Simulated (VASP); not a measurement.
A run of VASP 6.6.1 is set up as follows.

Contents of INCAR:

```
PREC = Accurate
ENCUT = 520
EDIFF = 1E-6
ISMEAR = -1
SIGMA = 0.1
LREAL = F
LASPH = T
NELM = 60
ALGO = Normal
ISIF = 2
LWAVE = F
LCHARG = F
GGA = PS
NBANDS = 44
```

Contents of KPOINTS:

```
regular mesh
0
Gamma
  8 8 8
```

POSCAR

```
Lu2Si2Ge
1.0
    0.0000000000      0.0000000000      4.0691040000
    4.2796270000     -2.8791880000      2.0345520000
    4.2796270000      2.8791880000     -2.0345520000
Lu Si Ge
2 2 1
Direct
    0.5000000000      0.7111300000      0.7111300000
    0.5000000000      0.2888700000      0.2888700000
    0.7893000000      0.7107000000      0.2893000000
    0.2107000000      0.2893000000      0.7107000000
    0.0000000000      0.0000000000      0.0000000000
```

Potentials or basis: VASP PAW PBE potentials, release 64 (Lu, Si, Ge_d).

Run with:

```console
$ cat potpaw_PBE.64/Lu/POTCAR potpaw_PBE.64/Si/POTCAR potpaw_PBE.64/Ge_d/POTCAR > POTCAR
$ mpirun -np 1 vasp_std > vasp.out
```

Question: What does it give for the largest force?

Answer: 0.473 eV/Å.

Question: What does it give for the pressure?

Answer: -5.8 GPa.

Question: Predict the band gap on the k mesh.

Answer: Zero (bands 36 and 37 overlap by 1.64 eV).

Stress tensor (GPa, compression positive):
```
-9.73  0.00  0.00
 0.00 -2.21  0.00
 0.00  0.00 -5.36
```

Caveat: the stress differs along the axes, from -10 to -2 GPa; the PAW data sets were made with another functional, which shifts forces and pressure a little; spin-orbit coupling is left out, which moves the levels of the heavy elements.
